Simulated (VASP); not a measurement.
# Ru (P6_3/mmc) in VASP: a series of runs, part 2 of 2

VASP 6.6.1. Earlier steps stand in the parts before.

## 3. Single point, PBE

This run uses another cell than the first one, of the same volume but with other edges.

Contents of INCAR:

```
  ALGO = Fast
  EDIFF = 1E-6
  ENCUT = 520
  GGA = PE
  ISIF = 2
  ISMEAR = 0
  LASPH = T
  LCHARG = T
  LELF = T
  LREAL = F
  LVHAR = T
  LWAVE = F
  NBANDS = 21
  NELM = 100
  PREC = Accurate
  SIGMA = 0.15
```

Contents of KPOINTS:

```
k-points
0
Gamma
  24 24 12
```

Contents of POSCAR:

```
Ru
1.0
    2.5462546604      0.0000000000      0.0000000000
   -1.2731273302      2.2051212204      0.0000000000
    0.0000000000      0.0000000000      4.8353066065
Ru
2
Direct
    0.3333333333      0.6666666667      0.2500000000
    0.6666666667      0.3333333333      0.7500000000
```

Potentials or basis: VASP PAW PBE potentials, release 64 (Ru_pv).

On the command line:

```bash
$ cat potpaw_PBE.64/Ru_pv/POTCAR > POTCAR
$ mpirun -np 1 vasp_std > vasp.out
```

OUTCAR:

```text
EDIFF = 1E-6
   ENCUT = 520
   GGA = PE
   ISIF = 2
   ISMEAR = 0
   LASPH = T
   LREAL = F
   NELM = 100
   PREC = Accurate

 ion  position               nearest neighbor table
   1  0.333  0.667  0.250-   2 2.83   2 2.83   2 2.83   2 2.83   2 2.83   2 2.83
   2  0.667  0.333  0.750-   1 2.83   1 2.83   1 2.83   1 2.83   1 2.83   1 2.83

  LATTYP: Found a hexagonal cell.
 ALAT       =     2.5462546604
 C/A-ratio  =     1.8989878278

  Lattice vectors:

 A1 = (   2.5462546604,   0.0000000000,   0.0000000000)
 A2 = (  -1.2731273302,   2.2051212204,   0.0000000000)
 A3 = (   0.0000000000,   0.0000000000,   4.8353066065)

Analysis of symmetry for initial positions (statically):
=====================================================================
 Subroutine PRICEL returns:
 Original cell was already a primitive cell.

 Routine SETGRP: Setting up the symmetry group for a
 hexagonal supercell.

 Subroutine GETGRP returns: Found 24 space group operations
 (whereof 12 operations were pure point group operations)
 out of a pool of 24 trial point group operations.

The static configuration has the point symmetry D_3d.
 The point group associated with its full space group is D_6h.

Analysis of symmetry for dynamics (positions and initial velocities):
=====================================================================
 Subroutine PRICEL returns:
 Original cell was already a primitive cell.

 Routine SETGRP: Setting up the symmetry group for a
 hexagonal supercell.

 Subroutine GETGRP returns: Found 24 space group operations
 (whereof 12 operations were pure point group operations)
 out of a pool of 24 trial point group operations.

The dynamic configuration has the point symmetry D_3d.
[... 112 lines left out ...]
   NUPDOWN=      -1.0000    fix difference up-down
   EMIN   =  10.00;   EMAX   =-10.00  energy-range for DOS
   EFERMI =   0.00;   METHOD = LEGACY
   ISMEAR =     0;   SIGMA  =   0.15  broadening in eV -4-tet -1-fermi 0-gaus
   EFERMI_NEDOS =   21; number of points for ismear=-14 and -15
   IALGO  =     68    algorithm
   IMIX   =      4    mixing-type and parameters
     AMIX     =   0.40;   BMIX     =  1.00
     AMIX_MAG =   1.60;   BMIX_MAG =  1.00
  volume/ion in A,a.u.               =      13.57        91.61
  Fermi-wavevector in a.u.,A,eV,Ry     =   1.654022  3.125649 37.222686  2.735790
  Thomas-Fermi vector in A             =   2.742361
   LORBIT       =      0    0 simple, 1 ext, 2 COOP (PROOUT), +10 PAW based schemes
   GGA     = PE    functional components
   LHFCALC =     F    Hartree Fock is set to
   AEXX    =    0.0000 exact exchange contribution
   IVDW    =     0    specifies the selected vdW correction
   LEPSILON=     F    determine dielectric tensor
   LRPA    =     F    only Hartree local field effects (RPA)
 non-spin polarized calculation
 RMM-DIIS sequential band-by-band and
 Gauss-broadening in eV      SIGMA  =   0.15
  energy-cutoff  :      520.00
  volume of cell :       27.15
 maximum number of plane-waves:       748
 NGX is ok and might be reduce to    20

 number of electron      28.0000007 magnetization

 Free energy of the ion-electron system (eV)
  ---------------------------------------------------
  ext. energy  EPLUGINS =         0.00000000
  ---------------------------------------------------
  free energy    TOTEN  =       -17.59176323 eV

  energy without entropy =      -17.56552819  energy(sigma->0) =      -17.57864571

 E-fermi :  12.8718     XC(G=0): -14.0904

 val. band max:       12.8643070617   @ k =   0.0833  -0.0000   0.2500
 cond. band min:      12.8720959310   @ k =   0.4167   0.0833   0.2500
 fundamental gap:      0.0077888693
 Fermi energy:        12.8717558081

 k-point     1 :       0.0000    0.0000    0.0000
  band No.  band energies     occupation
      1     -30.5257      2.00000
      2     -29.8254      2.00000
      3     -29.5626      2.00000
      4     -29.5626      2.00000
      5     -29.5053      2.00000
      6     -29.5053      2.00000
[... 565 lines left out ...]
     20      23.3929      0.00000
     21      24.4294      0.00000

 [... further k-points ...]

------------------------ aborting loop because EDIFF is reached ----------------------------------------

  FORCE on cell =-STRESS in cart. coord.  units (eV):
  Direction    XX          YY          ZZ          XY          YZ          ZX
  --------------------------------------------------------------------------------------
  -------------------------------------------------------------------------------------
  Total        7.1197516      7.1197516     -5.9406068     -0.0000000      0.0000000      0.0000000
  in kB      420.1623201    420.1623201   -350.5767173     -0.0000000      0.0000000      0.0000000
  external PRESSURE =     163.2493076 kB  Pullay stress =       0.0000000 kB

 VOLUME and BASIS-vectors are now :
 -----------------------------------------------------------------------------
  energy-cutoff  :      520.00
  volume of cell :       27.15
      direct lattice vectors                 reciprocal lattice vectors
     2.546254660  0.000000000  0.000000000     0.392733695  0.226744904  0.000000000
    -1.273127330  2.205121220  0.000000000     0.000000000  0.453489809  0.000000000
     0.000000000  0.000000000  4.835306606     0.000000000  0.000000000  0.206812118

 POSITION                                       TOTAL-FORCE (eV/Angst)
 -----------------------------------------------------------------------------------
     -0.00000      1.47008      1.20883        -0.000000     -0.000000      0.000000
      1.27313      0.73504      3.62648         0.000000      0.000000      0.000000
 -----------------------------------------------------------------------------------
    total drift:                               -0.000000      0.000000     -0.000000

  FREE ENERGIE OF THE ION-ELECTRON SYSTEM (eV)
  ---------------------------------------------------
  free  energy   TOTEN  =       -17.5917632321 eV

  energy  without entropy=      -17.5655281904  energy(sigma->0) =      -17.57864571
```

OSZICAR:

```text
N       E                     dE             d eps       ncg     rms          rms(c)
DAV:   1     0.289655578636E+03    0.28966E+03   -0.17561E+04 17990   0.148E+03
DAV:   2    -0.128886682507E+02   -0.30254E+03   -0.29335E+03 18512   0.446E+02
DAV:   3    -0.187413989831E+02   -0.58527E+01   -0.58152E+01 21239   0.694E+01
DAV:   4    -0.187846823202E+02   -0.43283E-01   -0.43229E-01 22173   0.577E+00
DAV:   5    -0.187852388370E+02   -0.55652E-03   -0.55194E-03 20575   0.580E-01    0.187E+01
RMM:   6    -0.176767051605E+02    0.11085E+01   -0.23698E+00 18343   0.129E+01    0.588E+00
RMM:   7    -0.175982774363E+02    0.78428E-01   -0.34001E-01 19622   0.444E+00    0.138E+00
RMM:   8    -0.175916771677E+02    0.66003E-02   -0.29862E-02 20092   0.160E+00    0.151E-01
RMM:   9    -0.175917116816E+02   -0.34514E-04   -0.27965E-03 20522   0.483E-01    0.522E-02
RMM:  10    -0.175917641780E+02   -0.52496E-04   -0.50291E-04 21237   0.211E-01    0.165E-02
RMM:  11    -0.175917634905E+02    0.68753E-06   -0.13780E-04 21703   0.106E-01    0.875E-03
RMM:  12    -0.175917641597E+02   -0.66926E-06   -0.30089E-05 22311   0.474E-02    0.410E-03
RMM:  13    -0.175917632321E+02    0.92766E-06   -0.53000E-06 18776   0.227E-02
   1 F= -.17591763E+02 E0= -.17578646E+02  d E =-.262350E-01
```

Wall time 2.1 min (1 thread of AMD EPYC 9R45 (Zen 5), shared host); peak memory 0.26 GiB.

What came out:

```
Free energy            : -17.5918 eV
Pressure               : 16.3 GPa
Band gap on the k mesh : zero (band 14 reaches 14.18 eV, above the bottom of band 15 at 11.85 eV)
```

## 4. Single point, PBE

This run uses another cell than the first one, of the same volume but with other edges.

Contents of INCAR:

```
SYSTEM = Ru
  PREC = Accurate
  ENCUT = 520
  EDIFF = 1E-6
  ISMEAR = 0
  SIGMA = 0.15
  LREAL = .FALSE.
  LASPH = .TRUE.
  NELM = 80
  ALGO = Fast
  ISIF = 2
  LWAVE = .FALSE.
  LCHARG = .TRUE.
  GGA = PE
  LELF = .TRUE.
  LVHAR = .TRUE.
  NBANDS = 21
```

Contents of KPOINTS:

```
regular mesh
0
G
  24 24 12
  0 0 0
```

Contents of POSCAR:

```
Ru
1.0
    2.7820588323      0.0000000000      0.0000000000
   -1.3910294162      2.4093336236      0.0000000000
    0.0000000000      0.0000000000      4.0503734917
Ru
2
Direct
    0.3333333333      0.6666666667      0.2500000000
    0.6666666667      0.3333333333      0.7500000000
```

On the command line:

```bash
$ cat potpaw_PBE.64/Ru_pv/POTCAR > POTCAR
$ mpirun -np 1 vasp_std > vasp.out
```

Run time: 2.3 min. Hardware: 1 thread of AMD EPYC 9R45 (Zen 5), shared host; peak memory 0.26 GiB.

Results (log left out):

- Free energy: -18.3069 eV
- Pressure: 8.0 GPa
- Band gap on the k mesh: zero (band 14 reaches 14.13 eV, above the bottom of band 15 at 11.16 eV)

Stress tensor (GPa, compression positive):
```
-3.76  0.00  0.00
 0.00 -3.76  0.00
 0.00  0.00 31.44
```

Levels at points of the mesh, in eV from the Fermi level:
| k point | band 10 | band 11 | band 12 | band 13 | band 14 | band 15 | band 16 | band 17 | band 18 | band 19 |
| --- | --- | --- | --- | --- | --- | --- | --- | --- | --- | --- |
| (0.00, 0.00, 0.00) | -2.73 | -2.05 | -2.05 | -1.85 | -1.85 | -1.67 | 1.15 | 1.15 | 2.29 | 10.40 |
| (0.50, 0.00, 0.00) | -3.62 | -2.10 | -1.61 | -1.08 | 0.88 | 1.51 | 2.24 | 3.78 | 5.77 | 11.25 |
| (0.00, 0.00, 0.50) | -3.15 | -3.15 | -3.15 | -2.27 | -2.27 | 0.65 | 0.65 | 0.65 | 0.65 | 10.40 |
| (0.50, 0.00, 0.50) | -4.26 | -1.41 | -1.41 | 0.35 | 0.35 | 1.29 | 1.29 | 3.25 | 3.25 | 10.35 |

## 5. Single point, PBE

This run uses another cell than the first one, of the same volume but with other edges.

Contents of INCAR:

```
SYSTEM = Ru
PREC = Accurate
ENCUT = 520
EDIFF = 1E-7
ISMEAR = 0
SIGMA = 0.15
LREAL = .FALSE.
LASPH = .TRUE.
NELM = 100
ALGO = Fast
ISIF = 2
LWAVE = .FALSE.
LCHARG = .FALSE.
GGA = PE
NBANDS = 21
```

KPOINTS is that of step 4.

Contents of POSCAR:

```
Ru
1.0
    2.6211871116      0.0000000000      0.0000000000
   -1.3105935558      2.2700146267      0.0000000000
    0.0000000000      0.0000000000      4.5628022176
Ru
2
Direct
    0.3333333333      0.6666666667      0.2500000000
    0.6666666667      0.3333333333      0.7500000000
```

On the command line:

```bash
$ cat potpaw_PBE.64/Ru_pv/POTCAR > POTCAR
$ mpirun -np 1 vasp_std > vasp.out
```

Run time: 2.4 min. Hardware: 1 thread of AMD EPYC 9R45 (Zen 5), shared host; peak memory 0.26 GiB.

Results (log left out):

| Quantity | Value |
| --- | --- |
| Free energy | -18.2172 eV |
| Pressure | 7.0 GPa |
| Band gap on the k mesh | zero (band 14 reaches 14.40 eV, above the bottom of band 15 at 11.51 eV) |

Stress tensor (GPa, compression positive):
```
 22.38   0.00   0.00
  0.00  22.38   0.00
  0.00   0.00 -23.81
```

Levels at points of the mesh, in eV from the Fermi level:
| k point | band 11 | band 12 | band 13 | band 14 | band 15 | band 16 | band 17 | band 18 |
| --- | --- | --- | --- | --- | --- | --- | --- | --- |
| (0.00, 0.00, 0.00) | -2.54 | -2.06 | -2.06 | -0.67 | -0.67 | 0.26 | 1.22 | 1.22 |
| (0.50, 0.00, 0.00) | -2.33 | -1.94 | -1.45 | 1.52 | 2.01 | 2.26 | 4.25 | 6.36 |
| (0.00, 0.00, 0.50) | -2.53 | -2.53 | -2.53 | -2.53 | 0.57 | 0.57 | 0.57 | 0.57 |
| (0.50, 0.00, 0.50) | -0.72 | -0.72 | 0.46 | 0.46 | 2.15 | 2.15 | 3.44 | 3.44 |

## 6. Overview

```csv
cell,further INCAR settings,gap on the mesh (eV),pressure (GPa)
"a = 2.856, b = 2.856, c = 3.842 Å, angles 90.0, 90.0, 120.0°, 2 atoms",ALGO = Fast; EDIFF = 1e-06; NBANDS = 21,none,15.2
"a = 2.546, b = 2.546, c = 4.835 Å, angles 90.0, 90.0, 120.0°, 2 atoms",ALGO = Fast; EDIFF = 1e-06; NBANDS = 21,none,16.3
"a = 2.782, b = 2.782, c = 4.050 Å, angles 90.0, 90.0, 120.0°, 2 atoms",ALGO = Fast; EDIFF = 1e-06; NBANDS = 21,none,8.0
"a = 2.621, b = 2.621, c = 4.563 Å, angles 90.0, 90.0, 120.0°, 2 atoms",ALGO = Fast; EDIFF = 1e-07; NBANDS = 21,none,7.0
```

Alike in all rows: task single point; level PBE; potentials or basis VASP PAW PBE potentials, release 64 (Ru_pv); no spin polarisation; k mesh 24 × 24 × 12; cutoff (eV) 520; smearing gaussian 0.15 eV.

Total energies depend on the potentials used, so only differences within one code and one set of settings carry meaning.
